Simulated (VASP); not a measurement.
# InP (F-43m) in VASP: notebook

InP is run at these levels: PBE0, RPBE; tasks: single point.

Program: VASP 6.6.1. These are calculated values, not measurements. Logs are shortened: lines on timing, memory, paths and dates and some standing lists are left out, and cuts for length are marked.

## Step 1: The cell of the first run

It takes space group F-43m (No. 216, cubic). The conventional cell has a = 5.782 Å, b = 5.782 Å, c = 5.782 Å, α = 90.00°, β = 90.00°, γ = 90.00°. Within 3.3 Å of In (site symmetry -43m) lie 4 P at 2.50 Å. Within 3.3 Å of P (site symmetry -43m) lie 4 In at 2.50 Å.

## Step 2: Single point, PBE0

Contents of POSCAR:

```
InP
1.0
    0.0000000000      2.8908937935      2.8908937935
    2.8908937935      0.0000000000      2.8908937935
    2.8908937935      2.8908937935      0.0000000000
In P
1 1
Direct
    0.0000000000      0.0000000000      0.0000000000
    0.7500000000      0.7500000000      0.7500000000
```

Contents of INCAR.step1:

```
SYSTEM = InP
PREC = Accurate
ENCUT = 520
EDIFF = 1E-5
ISMEAR = -1
SIGMA = 0.05
LREAL = .FALSE.
LASPH = .TRUE.
NELM = 60
ALGO = Normal
ISIF = 2
LWAVE = .TRUE.
LCHARG = .FALSE.
GGA = PE
NBANDS = 16
```

Contents of INCAR.step2:

```
SYSTEM = InP
PREC = Accurate
ENCUT = 520
EDIFF = 1E-6
ISMEAR = -1
SIGMA = 0.05
LREAL = .FALSE.
LASPH = .TRUE.
NELM = 60
ALGO = Normal
ISIF = 2
LWAVE = .FALSE.
LCHARG = .FALSE.
GGA = PE
LHFCALC = .TRUE.
AEXX = 0.25
PRECFOCK = Normal
ISTART = 1
NBANDS = 16
```

Contents of KPOINTS:

```
Automatic mesh
0
G
  4 4 4
  0 0 0
```

Potentials or basis: VASP PAW PBE potentials, release 64 (In_d, P).

On the command line:

```
cat potpaw_PBE.64/In_d/POTCAR potpaw_PBE.64/P/POTCAR > POTCAR
cp INCAR.step1 INCAR
mpirun -np 1 vasp_std > vasp.out
cp INCAR.step2 INCAR
mpirun -np 1 vasp_std > vasp.out
```

OUTCAR:

```text
SYSTEM = InP
   PREC = Accurate
   ENCUT = 520
   EDIFF = 1E-6
   ISMEAR = -1
   LREAL = .FALSE.
   LASPH = .TRUE.
   NELM = 60
   ISIF = 2
   GGA = PE
   LHFCALC = .TRUE.
   AEXX = 0.25
   PRECFOCK = Normal
   ISTART = 1

 ion  position               nearest neighbor table
   1  0.000  0.000  0.000-   2 2.50   2 2.50   2 2.50   2 2.50
   2  0.750  0.750  0.750-   1 2.50   1 2.50   1 2.50   1 2.50

  LATTYP: Found a face centered cubic cell.
 ALAT       =     5.7817875870

  Lattice vectors:

 A1 = (   0.0000000000,   2.8908937935,   2.8908937935)
 A2 = (   2.8908937935,   0.0000000000,   2.8908937935)
 A3 = (   2.8908937935,   2.8908937935,   0.0000000000)

Analysis of symmetry for initial positions (statically):
=====================================================================
 Subroutine PRICEL returns:
 Original cell was already a primitive cell.

 Routine SETGRP: Setting up the symmetry group for a
 face centered cubic supercell.

 Subroutine GETGRP returns: Found 24 space group operations
 (whereof 24 operations were pure point group operations)
 out of a pool of 48 trial point group operations.

The static configuration has the point symmetry T_d .

Analysis of symmetry for dynamics (positions and initial velocities):
=====================================================================
 Subroutine PRICEL returns:
 Original cell was already a primitive cell.

 Routine SETGRP: Setting up the symmetry group for a
 face centered cubic supercell.

 Subroutine GETGRP returns: Found 24 space group operations
 (whereof 24 operations were pure point group operations)
 out of a pool of 48 trial point group operations.

The dynamic configuration has the point symmetry T_d .

 Subroutine INISYM returns: Found 24 space group operations
 (whereof 24 operations are pure point group operations),
 and found     1 'primitive' translations

----------------------------------------------------------------------------------------

                                     Primitive cell

  volume of cell :      48.3199

  direct lattice vectors                    reciprocal lattice vectors
     0.000000000  2.890893794  2.890893794    -0.172956890  0.172956890  0.172956890
[... 72 lines left out ...]
   NSW    =      0    number of steps for IOM
   IBRION =     -1    ionic relax: 0-MD 1-quasi-New 2-CG
   NFREE  =      0    steps in history (QN), initial steepest desc. (CG)
   ISIF   =      2    stress and relaxation
   ISYM   =      3    0-nonsym 1-usesym 2-fastsym
   POTIM  = 0.5000    time-step for ionic-motion
   TEBEG  =    0.0;   TEEND  =   0.0 temperature during run
   PSTRESS=    0.0 pullay stress
   NELECT =      18.0000    total number of electrons
   NUPDOWN=      -1.0000    fix difference up-down
   EMIN   =  10.00;   EMAX   =-10.00  energy-range for DOS
   EFERMI =   0.00;   METHOD = LEGACY
   ISMEAR =    -1;   SIGMA  =   0.05  broadening in eV -4-tet -1-fermi 0-gaus
   EFERMI_NEDOS =   21; number of points for ismear=-14 and -15
   IALGO  =     38    algorithm
   IMIX   =      1    mixing-type and parameters
     AMIX     =   0.40;   BMIX     =  1.00
     AMIX_MAG =   1.60;   BMIX_MAG =  1.00
  volume/ion in A,a.u.               =      24.16       163.04
  Fermi-wavevector in a.u.,A,eV,Ry     =   1.177941  2.225986 18.878695  1.387545
  Thomas-Fermi vector in A             =   2.314279
   LORBIT       =      0    0 simple, 1 ext, 2 COOP (PROOUT), +10 PAW based schemes
   GGA     = PE    functional components
   LHFCALC =     T    Hartree Fock is set to
   PRECFOCK=normal    Normal, Fast or Accurate (Low or Medium for compatibility)
   ENCUT4O =  -1.0   cutoff for four orbital integrals eV
   NKREDX  =     1    reduce k-point grid by
   NKREDY  =     1    reduce k-point grid by
   NKREDZ  =     1    reduce k-point grid by
   AEXX    =    0.2500 exact exchange contribution
   HFSCREEN=    0.0000 screening length (either q_TF or 0.3 A-1)
   HFSCREENC=   0.0000 screening length for correlation (either q_TF or 0.3 A-1)
   ENCUTFOCK=  -1.0 apply spherical cutoff to Coloumb kernel
   IVDW    =     0    specifies the selected vdW correction
   LEPSILON=     F    determine dielectric tensor
   LRPA    =     F    only Hartree local field effects (RPA)
 non-spin polarized calculation
  energy-cutoff  :      520.00
  volume of cell :       48.32
 maximum number of plane-waves:      1316
  NGX = 24; NGY = 24; NGZ = 24

 number of electron      18.0000007 magnetization

 Free energy of the ion-electron system (eV)
  ---------------------------------------------------
  ext. energy  EPLUGINS =         0.00000000
  ---------------------------------------------------
  free energy    TOTEN  =       -10.79963112 eV

  energy without entropy =      -10.79963112  energy(sigma->0) =      -10.79963112

 E-fermi :   5.9337     XC(G=0):  -7.4776

 val. band max:        4.8571414285   @ k =   0.0000   0.0000   0.0000
 cond. band min:       7.3598712974   @ k =   0.0000   0.0000   0.0000
 fundamental gap:      2.5027298689
 Fermi energy:         5.9336591997

 k-point     1 :       0.0000    0.0000    0.0000
  band No.  band energies     occupation
      1     -11.1600      2.00000
      2     -11.1600      2.00000
      3     -11.1600      2.00000
      4     -10.9764      2.00000
      5     -10.9764      2.00000
      6      -8.2360      2.00000
[... 129 lines left out ...]
      3     -11.0480      2.00000
      4     -11.0014      2.00000
      5     -10.9607      2.00000
      6      -5.3395      2.00000
[... 8 lines left out ...]
     15      18.3961      0.00000
     16      19.0406      0.00000

------------------------ aborting loop because EDIFF is reached ----------------------------------------

  FORCE on cell =-STRESS in cart. coord.  units (eV):
  Direction    XX          YY          ZZ          XY          YZ          ZX
  --------------------------------------------------------------------------------------
  -------------------------------------------------------------------------------------
  Total        1.3968591      1.3968591      1.3968591      0.0000000      0.0000000     -0.0000000
  in kB       46.3166098     46.3166098     46.3166098      0.0000000      0.0000000     -0.0000000
  external PRESSURE =      46.3166098 kB  Pullay stress =       0.0000000 kB

 VOLUME and BASIS-vectors are now :
 -----------------------------------------------------------------------------
  energy-cutoff  :      520.00
  volume of cell :       48.32
      direct lattice vectors                 reciprocal lattice vectors
     0.000000000  2.890893794  2.890893794    -0.172956890  0.172956890  0.172956890
     2.890893794  0.000000000  2.890893794     0.172956890 -0.172956890  0.172956890
     2.890893794  2.890893794  0.000000000     0.172956890  0.172956890 -0.172956890

 POSITION                                       TOTAL-FORCE (eV/Angst)
 -----------------------------------------------------------------------------------
      0.00000      0.00000      0.00000         0.000000     -0.000000     -0.000000
      4.33634      4.33634      4.33634        -0.000000      0.000000      0.000000
 -----------------------------------------------------------------------------------
    total drift:                               -0.000142     -0.000144     -0.000066

  FREE ENERGIE OF THE ION-ELECTRON SYSTEM (eV)
  ---------------------------------------------------
  free  energy   TOTEN  =       -10.7996311163 eV

  energy  without entropy=      -10.7996311162  energy(sigma->0) =      -10.79963112
```

OSZICAR.step1:

```text
N       E                     dE             d eps       ncg     rms          rms(c)
DAV:   1     0.114327768531E+03    0.11433E+03   -0.83847E+03   256   0.126E+03
DAV:   2    -0.155541490293E+01   -0.11588E+03   -0.10978E+03   288   0.282E+02
DAV:   3    -0.849234467403E+01   -0.69369E+01   -0.69116E+01   320   0.702E+01
DAV:   4    -0.867458702065E+01   -0.18224E+00   -0.18211E+00   360   0.131E+01
DAV:   5    -0.868185039513E+01   -0.72634E-02   -0.72627E-02   328   0.216E+00    0.614E+00
DAV:   6    -0.824325013890E+01    0.43860E+00   -0.65445E-01   432   0.138E+01    0.366E+00
DAV:   7    -0.820537340268E+01    0.37877E-01   -0.19249E-01   352   0.365E+00    0.131E+00
DAV:   8    -0.820633489420E+01   -0.96149E-03   -0.19219E-02   328   0.166E+00    0.397E-01
DAV:   9    -0.820708024945E+01   -0.74536E-03   -0.14670E-03   296   0.374E-01    0.176E-01
DAV:  10    -0.820726970986E+01   -0.18946E-03   -0.32944E-04   384   0.283E-01    0.110E-01
DAV:  11    -0.820735718341E+01   -0.87474E-04   -0.16586E-04   288   0.135E-01    0.568E-02
DAV:  12    -0.820735531781E+01    0.18656E-05   -0.10440E-05   232   0.264E-02
   1 F= -.82073553E+01 E0= -.82073526E+01  d E =-.550054E-05
```

It took 5.4 min on 1 thread of Intel Xeon Platinum 8375C at 2.90GHz (Ice Lake), shared host; peak memory 0.17 GiB.

Results:

```
Free energy            : -10.7996 eV
Pressure               : 4.6 GPa
Band gap on the k mesh : 2.50 eV
```

Levels at points of the mesh, in eV from the valence-band top:
| k point | band 5 | band 6 | band 7 | band 8 | band 9 | band 10 | band 11 | band 12 | band 13 | band 14 |
| --- | --- | --- | --- | --- | --- | --- | --- | --- | --- | --- |
| (0.00, 0.00, 0.00) | -15.83 | -13.09 | 0.00 | 0.00 | 0.00 | 2.50 | 5.66 | 5.66 | 5.66 | 10.55 |
| (0.50, 0.00, 0.00) | -15.82 | -11.06 | -6.55 | -1.14 | -1.14 | 3.12 | 6.41 | 6.41 | 8.85 | 11.57 |
| (0.50, 0.50, 0.00) | -15.79 | -10.30 | -6.49 | -2.72 | -2.72 | 3.02 | 3.73 | 11.49 | 11.98 | 11.98 |

Caveat: the k points lie up to 0.47 Å⁻¹ apart; the PAW data sets were made with another functional, which shifts forces and pressure a little; spin-orbit coupling is left out, which moves the levels of the heavy elements.

(Part 1 of 3 ends here.)
